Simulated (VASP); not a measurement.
# Hg (P6_3/mmc) in VASP: further runs

The runs below take Hg through single point, with PBE+D3(BJ).

Program: VASP 6.6.1. These are calculated values, not measurements. Logs are shortened: lines on timing, memory, paths and dates and some standing lists are left out, and cuts for length are marked.

### 1 The cell of the first run

The structure is hexagonal, space group P6_3/mmc (No. 194). Conventional cell: a = 3.198 Å, b = 3.198 Å, c = 5.112 Å, α = 90.00°, β = 90.00°, γ = 120.00°. Within 4.1 Å of Hg (site symmetry -6m2) lie 12 Hg at 3.15 to 3.20 Å.

### 2 Single point, PBE+D3(BJ) (22.64 Å³/atom)

Contents of INCAR:

```
  ALGO = Fast
  EDIFF = 1E-6
  ENCUT = 520
  GGA = PE
  ISIF = 2
  ISMEAR = 0
  IVDW = 12
  LASPH = T
  LCHARG = T
  LELF = T
  LREAL = F
  LVHAR = T
  LWAVE = F
  NBANDS = 19
  NELM = 80
  PREC = Accurate
  SIGMA = 0.1
```

Contents of KPOINTS:

```
k-points
0
Gamma
  15 15 8
```

Contents of POSCAR:

```
Hg
1.0
    3.1976212788      0.0000000000      0.0000000000
   -1.5988106394      2.7692212591      0.0000000000
    0.0000000000      0.0000000000      5.1124983824
Hg
2
Direct
    0.6666666667      0.3333333333      0.7500000000
    0.3333333333      0.6666666667      0.2500000000
```

Potentials or basis: VASP PAW PBE potentials, release 64 (Hg).

Run with:

```console
$ cat potpaw_PBE.64/Hg/POTCAR > POTCAR
$ mpirun -np 1 vasp_std > vasp.out
```

OUTCAR:

```text
EDIFF = 1E-6
   ENCUT = 520
   GGA = PE
   ISIF = 2
   ISMEAR = 0
   IVDW = 12
   LASPH = T
   LREAL = F
   NELM = 80
   PREC = Accurate
 IVDW          = 12

 ion  position               nearest neighbor table
   1  0.667  0.333  0.750-   2 3.15   2 3.15   2 3.15   2 3.15   2 3.15   2 3.15
   2  0.333  0.667  0.250-   1 3.15   1 3.15   1 3.15   1 3.15   1 3.15   1 3.15

  LATTYP: Found a hexagonal cell.
 ALAT       =     3.1976212788
 C/A-ratio  =     1.5988442460

  Lattice vectors:

 A1 = (   3.1976212788,   0.0000000000,   0.0000000000)
 A2 = (  -1.5988106394,   2.7692212591,   0.0000000000)
 A3 = (   0.0000000000,   0.0000000000,   5.1124983824)

Analysis of symmetry for initial positions (statically):
=====================================================================
 Subroutine PRICEL returns:
 Original cell was already a primitive cell.

 Routine SETGRP: Setting up the symmetry group for a
 hexagonal supercell.

 Subroutine GETGRP returns: Found 24 space group operations
 (whereof 12 operations were pure point group operations)
 out of a pool of 24 trial point group operations.

The static configuration has the point symmetry D_3d.
 The point group associated with its full space group is D_6h.

Analysis of symmetry for dynamics (positions and initial velocities):
=====================================================================
 Subroutine PRICEL returns:
 Original cell was already a primitive cell.

 Routine SETGRP: Setting up the symmetry group for a
 hexagonal supercell.

 Subroutine GETGRP returns: Found 24 space group operations
 (whereof 12 operations were pure point group operations)
 out of a pool of 24 trial point group operations.

The dynamic configuration has the point symmetry D_3d.
 The point group associated with its full space group is D_6h.

 Subroutine INISYM returns: Found 24 space group operations
 (whereof 12 operations are pure point group operations),
 and found     1 'primitive' translations

----------------------------------------------------------------------------------------

                                     Primitive cell

  volume of cell :      45.2708

  direct lattice vectors                    reciprocal lattice vectors
[... 83 lines left out ...]
   LSORBIT =      F    spin-orbit coupling
   LASPH  =      T    aspherical Exc in radial PAW
   ENCUT  =  520.0 eV  38.22 Ry    6.18 a.u.   5.95  5.95  9.51*2*pi/ulx,y,z
   NELM   =     80;   NELMIN=  2; NELMDL= -5     # of ELM steps
   EDIFF  = 0.1E-05   stopping-criterion for ELM
   LREAL  =      F    real-space projection
   EDIFFG = 0.1E-04   stopping-criterion for IOM
   NSW    =      0    number of steps for IOM
   IBRION =     -1    ionic relax: 0-MD 1-quasi-New 2-CG
   NFREE  =      0    steps in history (QN), initial steepest desc. (CG)
   ISIF   =      2    stress and relaxation
   ISYM   =      2    0-nonsym 1-usesym 2-fastsym
   POTIM  = 0.5000    time-step for ionic-motion
   TEBEG  =    0.0;   TEEND  =   0.0 temperature during run
   PSTRESS=    0.0 pullay stress
   NELECT =      24.0000    total number of electrons
   NUPDOWN=      -1.0000    fix difference up-down
   EMIN   =  10.00;   EMAX   =-10.00  energy-range for DOS
   EFERMI =   0.00;   METHOD = LEGACY
   ISMEAR =     0;   SIGMA  =   0.10  broadening in eV -4-tet -1-fermi 0-gaus
   EFERMI_NEDOS =   21; number of points for ismear=-14 and -15
   IALGO  =     68    algorithm
   IMIX   =      4    mixing-type and parameters
     AMIX     =   0.40;   BMIX     =  1.00
     AMIX_MAG =   1.60;   BMIX_MAG =  1.00
  volume/ion in A,a.u.               =      22.64       152.75
  Fermi-wavevector in a.u.,A,eV,Ry     =   1.324970  2.503830 23.885637  1.755545
  Thomas-Fermi vector in A             =   2.454465
   LORBIT       =      0    0 simple, 1 ext, 2 COOP (PROOUT), +10 PAW based schemes
   GGA     = PE    functional components
   LHFCALC =     F    Hartree Fock is set to
   AEXX    =    0.0000 exact exchange contribution
   IVDW    =    12    specifies the selected vdW correction
   LEPSILON=     F    determine dielectric tensor
   LRPA    =     F    only Hartree local field effects (RPA)
 non-spin polarized calculation
 RMM-DIIS sequential band-by-band and
 Gauss-broadening in eV      SIGMA  =   0.10
  energy-cutoff  :      520.00
  volume of cell :       45.27
 maximum number of plane-waves:      1242
 NGX is ok and might be reduce to    24
   NGX = 11   NGY = 11   NGZ = 19

 number of electron      24.0000006 magnetization

 Free energy of the ion-electron system (eV)
  ---------------------------------------------------
  ext. energy  EPLUGINS =         0.00000000
  ---------------------------------------------------
  free energy    TOTEN  =        -0.11270250 eV

  energy without entropy =       -0.10855601  energy(sigma->0) =       -0.11062926

 E-fermi :   2.9621     XC(G=0): -11.0985

 val. band max:        2.9583046604   @ k =   0.3333   0.0000   0.0000
 cond. band min:       2.9698840469   @ k =   0.3333   0.1333   0.1250
 fundamental gap:      0.0115793865
 Fermi energy:         2.9621161374

 k-point     1 :       0.0000    0.0000    0.0000
  band No.  band energies     occupation
      1      -6.3116      2.00000
      2      -5.1330      2.00000
      3      -4.0135      2.00000
      4      -3.9930      2.00000
      5      -3.9930      2.00000
      6      -3.8333      2.00000
[... 505 lines left out ...]
      6      -3.6954      2.00000
[... 11 lines left out ...]
     18      11.9921      0.00000
     19      13.7914      0.00000

 [... further k-points ...]

------------------------ aborting loop because EDIFF is reached ----------------------------------------

 Edisp (eV)   -0.92492

 E8    (eV) :    -0.4184

  FORCE on cell =-STRESS in cart. coord.  units (eV):
  Direction    XX          YY          ZZ          XY          YZ          ZX
  --------------------------------------------------------------------------------------
  -------------------------------------------------------------------------------------
  Total       1.12043     1.12043     1.11511     0.00000     0.00000     0.00000
  in kB      39.65297    39.65297    39.46501     0.00000     0.00000     0.00000
  external pressure =       39.59 kB  Pullay stress =        0.00 kB

 VOLUME and BASIS-vectors are now :
 -----------------------------------------------------------------------------
  energy-cutoff  :      520.00
  volume of cell :       45.27
      direct lattice vectors                 reciprocal lattice vectors
     3.197621279  0.000000000  0.000000000     0.312732470  0.180556176  0.000000000
    -1.598810639  2.769221259  0.000000000     0.000000000  0.361112351  0.000000000
     0.000000000  0.000000000  5.112498382     0.000000000  0.000000000  0.195599084

 POSITION                                       TOTAL-FORCE (eV/Angst)
 -----------------------------------------------------------------------------------
      1.59881      0.92307      3.83437        -0.000000      0.000000     -0.000000
     -0.00000      1.84615      1.27812         0.000000     -0.000000      0.000000
 -----------------------------------------------------------------------------------
    total drift:                               -0.000000      0.000000     -0.000000

  FREE ENERGIE OF THE ION-ELECTRON SYSTEM (eV)
  ---------------------------------------------------
  free  energy   TOTEN  =        -1.0376219842 eV

  energy  without entropy=       -1.0334754985  energy(sigma->0) =       -1.03554874
```

Run time: 1.7 min. Hardware: 1 thread of Oxide Virtual Turin-like, shared host; peak memory 0.2 GiB.

What came out:

```yaml
Free_energy: -1.0376 eV
Pressure: 4.0 GPa
Band_gap_on_the_k_mesh: zero (bands 12 and 13 overlap by 1.50 eV)
Dispersion_energy_per_atom: -0.462 eV
```

Caveat: the cell stands under pressure; spin-orbit coupling is left out, which moves the levels of the heavy elements.

### 3 Single point, PBE+D3(BJ) (23.41 Å³/atom)

This run uses another cell than the first one, of 23.41 Å³/atom.

Contents of INCAR:

```
SYSTEM = Hg
ALGO     = Fast           ! electronic algorithm
EDIFF    = 1E-6           ! SCF threshold, eV
ENCUT    = 520            ! plane-wave cutoff, eV
GGA      = PE             ! functional
ISIF     = 2              ! what is computed and relaxed
ISMEAR   = 0              ! smearing method
IVDW     = 12             ! dispersion correction
LASPH    = .TRUE.         ! aspherical terms in the spheres
LCHARG   = .TRUE.         ! write CHGCAR
LELF     = .TRUE.         ! ELF
LREAL    = .FALSE.        ! projectors in reciprocal space
LVHAR    = .TRUE.       
LWAVE    = .FALSE.        ! write WAVECAR
NBANDS   = 19             ! bands
NELM     = 60             ! most SCF steps
PREC     = Accurate       ! precision mode
SIGMA    = 0.1            ! smearing width, eV
```

Contents of KPOINTS:

```
k-points
0
G
  15 15 8
  0 0 0
```

Contents of POSCAR:

```
Hg
1.0
    3.2608081865      0.0000000000      0.0000000000
   -1.6304040932      2.8239427264      0.0000000000
    0.0000000000      0.0000000000      5.0838818515
Hg
2
Direct
    0.6666666667      0.3333333333      0.7500000000
    0.3333333333      0.6666666667      0.2500000000
```

Potentials or basis: VASP PAW PBE potentials, release 64 (Hg).

Run with:

```console
$ cat potpaw_PBE.64/Hg/POTCAR > POTCAR
$ mpirun -np 1 vasp_std > vasp.out
```

It took 77 s on 1 thread of Oxide Virtual Turin-like, shared host; peak memory 0.2 GiB.

It converged, with:

```yaml
Free_energy: -1.0694 eV
Pressure: 2.7 GPa
Band_gap_on_the_k_mesh: zero (bands 12 and 13 overlap by 1.18 eV)
Dispersion_energy_per_atom: -0.447 eV
```

Stress tensor (GPa, compression positive):
```
2.67 0.00 0.00
0.00 2.67 0.00
0.00 0.00 2.85
```

Levels at points of the mesh, in eV from the Fermi level:
```tsv
k point	band 8	band 9	band 10	band 11	band 12	band 13	band 14	band 15	band 16	band 17
(0.00, 0.00, 0.00)	-6.54	-6.54	-5.73	-5.73	-1.22	-0.89	12.18	12.18	12.94	14.54
(0.00, 0.00, 0.50)	-6.41	-5.96	-5.96	-5.96	-5.96	7.69	7.69	13.18	13.18	13.31
```

Caveat: spin-orbit coupling is left out, which moves the levels of the heavy elements.

The gap in the log of VASP goes by the Fermi energy; the results here count the filled bands.